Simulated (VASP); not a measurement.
# Ta2SiI2O (P4mm) in VASP: notebook, part 2 of 3

VASP 6.6.1. Earlier steps stand in the parts before.

## 3. Single point, PBE

Input file INCAR:

```
PREC = Accurate
ENCUT = 520
EDIFF = 1E-6
ISMEAR = 0
SIGMA = 0.1
LREAL = False
LASPH = True
NELM = 80
ALGO = Normal
ISIF = 2
LWAVE = False
LCHARG = True
GGA = PE
LELF = True
LVHAR = True
NBANDS = 32
```

Input file KPOINTS:

```
regular mesh
0
Gamma
  8 8 4
```

Input file POSCAR:

```
Ta2SiI2O
1.0
    4.1011853053      0.0000000000      0.0000000000
    0.0000000000      4.1011853053      0.0000000000
    0.0000000000      0.0000000000      8.8811190019
Ta Si I O
2 1 2 1
Direct
    0.5000000000      0.0000000000      0.9458904182
    0.0000000000      0.5000000000      0.9458904182
    0.5000000000      0.5000000000      0.1225137121
    0.5000000000      0.5000000000      0.6911925244
    0.0000000000      0.0000000000      0.4052237504
    0.0000000000      0.0000000000      0.8892901267
```

Potentials or basis: VASP PAW PBE potentials, release 64 (Ta_pv, Si, I, O).

Started as:

```
$ cat potpaw_PBE.64/Ta_pv/POTCAR potpaw_PBE.64/Si/POTCAR potpaw_PBE.64/I/POTCAR potpaw_PBE.64/O/POTCAR > POTCAR
$ mpirun -np 1 vasp_std > vasp.out
```

OUTCAR:

```text
PREC = Accurate
   ENCUT = 520
   EDIFF = 1E-6
   ISMEAR = 0
   LREAL = False
   LASPH = True
   NELM = 80
   ISIF = 2
   GGA = PE

 ion  position               nearest neighbor table
   1  0.500  0.000  0.946-   6 2.11   6 2.11   3 2.58   3 2.58   2 2.90   2 2.90   2 2.90   2 2.90
                             4 3.05   4 3.05
   2  0.000  0.500  0.946-   6 2.11   6 2.11   3 2.58   3 2.58   1 2.90   1 2.90   1 2.90   1 2.90
                             4 3.05   4 3.05
   3  0.500  0.500  0.123-   1 2.58   2 2.58   1 2.58   2 2.58
   4  0.500  0.500  0.691-   1 3.05   2 3.05   1 3.05   2 3.05
   5  0.000  0.000  0.405-
   6  0.000  0.000  0.889-   1 2.11   2 2.11   2 2.11   1 2.11

  LATTYP: Found a simple tetragonal cell.
 ALAT       =     4.1011853053
 C/A-ratio  =     2.1655005421

  Lattice vectors:

 A1 = (   4.1011853053,   0.0000000000,   0.0000000000)
 A2 = (   0.0000000000,   4.1011853053,   0.0000000000)
 A3 = (   0.0000000000,   0.0000000000,   8.8811190019)

Analysis of symmetry for initial positions (statically):
=====================================================================
 Subroutine PRICEL returns:
 Original cell was already a primitive cell.

 Routine SETGRP: Setting up the symmetry group for a
 simple tetragonal supercell.

 Subroutine GETGRP returns: Found  8 space group operations
 (whereof  8 operations were pure point group operations)
 out of a pool of 16 trial point group operations.

The static configuration has the point symmetry C_4v.

Analysis of symmetry for dynamics (positions and initial velocities):
=====================================================================
 Subroutine PRICEL returns:
 Original cell was already a primitive cell.

 Routine SETGRP: Setting up the symmetry group for a
 simple tetragonal supercell.

 Subroutine GETGRP returns: Found  8 space group operations
 (whereof  8 operations were pure point group operations)
 out of a pool of 16 trial point group operations.
[... 125 lines left out ...]
   EFERMI_NEDOS =   21; number of points for ismear=-14 and -15
   IALGO  =     38    algorithm
   IMIX   =      4    mixing-type and parameters
     AMIX     =   0.40;   BMIX     =  1.00
     AMIX_MAG =   1.60;   BMIX_MAG =  1.00
  volume/ion in A,a.u.               =      24.90       168.01
  Fermi-wavevector in a.u.,A,eV,Ry     =   1.105517  2.089124 16.628592  1.222167
  Thomas-Fermi vector in A             =   2.242005
   LORBIT       =      0    0 simple, 1 ext, 2 COOP (PROOUT), +10 PAW based schemes
   GGA     = PE    functional components
   LHFCALC =     F    Hartree Fock is set to
   AEXX    =    0.0000 exact exchange contribution
   IVDW    =     0    specifies the selected vdW correction
   LEPSILON=     F    determine dielectric tensor
   LRPA    =     F    only Hartree local field effects (RPA)
 non-spin polarized calculation
 Gauss-broadening in eV      SIGMA  =   0.10
  energy-cutoff  :      520.00
  volume of cell :      149.38
 maximum number of plane-waves:      4043
 NGX is ok and might be reduce to    32
   NGX = 15   NGY = 15   NGZ = 33

 number of electron      46.0000007 magnetization

 Free energy of the ion-electron system (eV)
  ---------------------------------------------------
  ext. energy  EPLUGINS =         0.00000000
  ---------------------------------------------------
  free energy    TOTEN  =       -39.75323425 eV

  energy without entropy =      -39.74057104  energy(sigma->0) =      -39.74690265

 E-fermi :   4.4676     XC(G=0):  -9.5747

 val. band max:        4.4662518704   @ k =   0.3750   0.0000   0.2500
 cond. band min:       4.4840871439   @ k =   0.2500   0.0000   0.0000
 fundamental gap:      0.0178352735
 Fermi energy:         4.4675815307

 k-point     1 :       0.0000    0.0000    0.0000
  band No.  band energies     occupation
      1     -31.2333      2.00000
      2     -31.2333      2.00000
      3     -31.0296      2.00000
      4     -30.8543      2.00000
      5     -30.4859      2.00000
      6     -30.4859      2.00000
[... 829 lines left out ...]
     31       8.4900      0.00000
     32       9.0366      0.00000

 [... further k-points ...]
[... 5 lines left out ...]
  --------------------------------------------------------------------------------------
  -------------------------------------------------------------------------------------
  Total        0.1502794      0.1502794      0.0180772      0.0000000      0.0000000     -0.0000000
  in kB        1.6118459      1.6118459      0.1938900      0.0000000      0.0000000     -0.0000000
  external PRESSURE =       1.1391939 kB  Pullay stress =       0.0000000 kB

 VOLUME and BASIS-vectors are now :
 -----------------------------------------------------------------------------
  energy-cutoff  :      520.00
  volume of cell :      149.38
      direct lattice vectors                 reciprocal lattice vectors
     4.101185305  0.000000000  0.000000000     0.243831947  0.000000000  0.000000000
     0.000000000  4.101185305  0.000000000     0.000000000  0.243831947  0.000000000
     0.000000000  0.000000000  8.881119002     0.000000000  0.000000000  0.112598424

 POSITION                                       TOTAL-FORCE (eV/Angst)
 -----------------------------------------------------------------------------------
      2.05059      0.00000      8.40057        -0.000000      0.000000      0.005147
      0.00000      2.05059      8.40057         0.000000     -0.000000      0.005147
      2.05059      2.05059      1.08806         0.000000     -0.000000      0.012504
      2.05059      2.05059      6.13856         0.000000      0.000000     -0.012747
      0.00000      0.00000      3.59884         0.000000     -0.000000      0.001456
      0.00000      0.00000      7.89789        -0.000000      0.000000     -0.011508
 -----------------------------------------------------------------------------------
    total drift:                                0.000000      0.000000     -0.000665

  FREE ENERGIE OF THE ION-ELECTRON SYSTEM (eV)
  ---------------------------------------------------
  free  energy   TOTEN  =       -39.7532342483 eV

  energy  without entropy=      -39.7405710430  energy(sigma->0) =      -39.74690265
```

It took 7.7 min on 1 thread of Intel Xeon 8259CL, shared host; peak memory 0.4 GiB.

Results:

- Free energy: -39.7532 eV
- Pressure: 0.1 GPa
- Largest force: 0.013 eV/Å
- Band gap on the k mesh: zero (bands 23 and 24 overlap by 0.48 eV)

Forces on the atoms (eV/Å):
```
Ta   0.000  0.000  0.005
Ta   0.000  0.000  0.005
Si   0.000  0.000  0.013
I    0.000  0.000 -0.013
I    0.000  0.000  0.001
O    0.000  0.000 -0.012
```

Stress tensor (GPa, compression positive):
```
0.16 0.00 0.00
0.00 0.16 0.00
0.00 0.00 0.02
```

Caveat: spin-orbit coupling is left out, which moves the levels of the heavy elements.

[end of part 2 of 3]

The gap in the log of VASP goes by the Fermi energy; the results here count the filled bands.